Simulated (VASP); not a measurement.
A run of VASP 6.6.1 is set up as follows.

File POSCAR:

```
Rh
1.0
    2.7012216844      0.0000000000      0.0000000000
   -1.3506108422      2.3393266000      0.0000000000
    0.0000000000      0.0000000000      4.3580193197
Rh
2
Direct
    0.3333333333      0.6666666667      0.2500000000
    0.6666666667      0.3333333333      0.7500000000
```

Contents of INCAR.step1:

```
  PREC = Accurate
  ENCUT = 680
  ISMEAR = -1
  SIGMA = 0.05
  LREAL = F
  LASPH = T
  NELM = 200
  ISPIN = 2
  MAGMOM = 1 1
  LMAXMIX = 4
  NBANDS = 28
  GGA = PE
  ALGO = Normal
  EDIFF = 1E-5
  LWAVE = T
  LCHARG = F
  GGA_COMPAT = F
```

The input INCAR.step2:

```
  PREC = Accurate
  ENCUT = 680
  EDIFF = 1E-6
  ISMEAR = -1
  SIGMA = 0.05
  LREAL = F
  LASPH = T
  NELM = 200
  ALGO = Normal
  ISIF = 2
  LWAVE = F
  LCHARG = F
  ISPIN = 2
  MAGMOM = 1 1
  LORBIT = 11
  LMAXMIX = 4
  METAGGA = R2SCAN
  LMIXTAU = T
  NBANDS = 28
  ISTART = 1
  GGA_COMPAT = F
```

KPOINTS

```
Automatic mesh
0
Gamma
  13 13 7
```

Potentials or basis: VASP PAW PBE potentials, release 64 (Rh_sv_GW).

The run is started by

```sh
$ cat potpaw_PBE.64/Rh_sv_GW/POTCAR > POTCAR
$ cp INCAR.step1 INCAR
$ mpirun -np 1 vasp_std > vasp.out
$ cp INCAR.step2 INCAR
$ mpirun -np 1 vasp_std > vasp.out
```

(1) Predict the net moment.

(2) Predict the band gap on the k mesh.

Answers

(1) 0.00 μB per cell.

(2) zero (filled and empty bands overlap).
